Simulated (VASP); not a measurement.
## AlN: single point with PBEsol

Crystal: AlN.

```
CELL_PARAMETERS angstrom
3.36090 0.00000 0.00000
-1.68045 2.91062 0.00000
0.00000 0.00000 3.93300
ATOMIC_POSITIONS crystal
Al 0.33333 0.66667 0.75000
Al 0.66667 0.33333 0.25000
N 0.33333 0.66667 0.25000
N 0.66667 0.33333 0.75000
```

| Property | Result |
| --- | --- |
| Program | VASP 6.6.1 |
| Task | single point |
| Functional | PBEsol |
| Potentials or basis | VASP PAW PBE potentials, release 64 (Al, N) |
| Cutoff | 520 eV |
| k mesh | 9 × 9 × 6 |
| Occupations | gaussian, width 0.05 eV |
| Spin | no spin polarisation |
| Dipole correction | no |
| Further INCAR settings | ALGO = Normal; EDIFF = 1e-07; NBANDS = 16 |

```json
{
  "Pressure": "3.7 GPa",
  "Band gap on the k mesh": "3.63 eV, direct"
}
```

Stress tensor (GPa, compression positive):
```
-1.85  0.00  0.00
 0.00 -1.85  0.00
 0.00  0.00 14.94
```

Levels at points of the mesh, in eV from the valence-band top:
| k point | band 5 | band 6 | band 7 | band 8 | band 9 | band 10 | band 11 | band 12 |
| --- | --- | --- | --- | --- | --- | --- | --- | --- |
| (0.00, 0.00, 0.00) | -3.30 | -1.19 | -1.19 | 0.00 | 3.63 | 4.74 | 8.28 | 8.28 |
| (0.00, 0.00, 0.50) | -2.29 | -2.29 | -2.29 | -2.29 | 6.04 | 6.04 | 8.30 | 8.30 |

Wall time 46 s on 1 thread of Intel(R) Xeon(R) Platinum 8259CL CPU @ 2.50GHz (Skylake/Cascade Lake), with other jobs on the host, peak memory 0.16 GiB.

Caveat: the PAW data sets were made with another functional, which shifts forces and pressure a little. A k mesh can miss the band edges.
